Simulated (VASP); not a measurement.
The system is SnTe.

```
Te Sn
1.0
     0.00000    3.12970    3.12970
     3.12970    0.00000    3.12970
     3.12970    3.12970    0.00000
Te Sn
1 1
Direct
  0.50000 0.50000 0.50000
  0.00000 0.00000 0.00000
```

Program: VASP 6.6.1. Alike in all runs: task single point; potentials or basis VASP PAW PBE potentials, release 64 (Te, Sn_d); cell as given; k mesh 7 × 7 × 7; cutoff (eV) 520; smearing fermi-dirac 0.05 eV.

Problem. Order these runs on this cell by their pressure, lowest first.
A. level PBE exchange alone; spin off
B. level SVWN5; spin off
C. level PBE; spin non-collinear, zero start, SOC

Solution. B (-0.7 GPa), C (3.3 GPa), A (12.6 GPa).

Caveats: the PAW data sets were made with another functional, which shifts forces and pressure a little (some runs).
